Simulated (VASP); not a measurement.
Crystal: MnO.

```xyz
2
Lattice="0.0000 2.2400 2.2400 2.2400 0.0000 2.2400 2.2400 2.2400 0.0000" Properties=species:S:1:pos:R:3 pbc="T T T"
Mn    0.0000    0.0000    0.0000
O     2.2400    2.2400    2.2400
```

Base run:

```yaml
Program: VASP 6.6.1
Functional: PBE
Potentials_or_basis: VASP PAW PBE potentials, release 64 (Mn_pv, O)
Cutoff: 520 eV
k_mesh: 9 × 9 × 9
Occupations: fermi-dirac, width 0.02 eV
Spin: collinear spin, ferromagnetic start
Starting_moments: "[1.0, 0.0] μB"
Fixed_moment: 1 μB
Hubbard_terms: Mn d U = 2.8 eV
```

Its results: pressure -30.5 GPa; site moments Mn +0.95; O +0.09 μB.

Task: The run is repeated on the same cell with these changes: fixed moment from 1 μB to 3 μB; moments at the start from [1.0, 0.0] to [3.0, 0.0]. What comes out?

Result: Pressure -22.3 GPa; site moments Mn +3.11; O -0.13 μB.

Caveats: the total moment is fixed, so each spin has its own Fermi level; a cell with one magnetic atom can't hold antiferromagnetic order, which such compounds often take.
